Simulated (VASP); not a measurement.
Here is a VASP 6.6.1 calculation.

INCAR

```
PREC = Accurate
ENCUT = 600
EDIFF = 1E-6
ISMEAR = 0
SIGMA = 0.2
LREAL = F
LASPH = T
NELM = 120
ALGO = Normal
ISIF = 2
LWAVE = F
LCHARG = F
GGA = PE
NBANDS = 26
GGA_COMPAT = F
```

KPOINTS

```
Automatic mesh
0
Gamma
  5 5 6
```

File POSCAR:

```
Cu3B
1.0
    4.7089692312      0.0000000031      0.0000000000
   -2.3544846183      4.0780869783      0.0000000000
    0.0000000000      0.0000000000      2.3212821683
Cu B
3 1
Direct
    0.5000000000      0.0000000000      0.5000000000
    0.0000000000      0.5000000000      0.5000000000
    0.5000000000      0.5000000000      0.5000000000
    0.0000000000      0.0000000000      0.0000000000
```

Potentials or basis: VASP PAW PBE potentials, release 64 (Cu, B).

Launch:

```console
$ cat potpaw_PBE.64/Cu/POTCAR potpaw_PBE.64/B/POTCAR > POTCAR
$ mpirun -np 1 vasp_std > vasp.out
```

(1) What does it give for the band gap on the k mesh?

(2) What does it give for the pressure?

## Answers

(1) zero (bands 18 and 19 overlap by 3.94 eV).

(2) 1.0 GPa.

Caveat: the k points lie up to 0.45 Å⁻¹ apart, too coarse for converged energies and pressures of a metal.
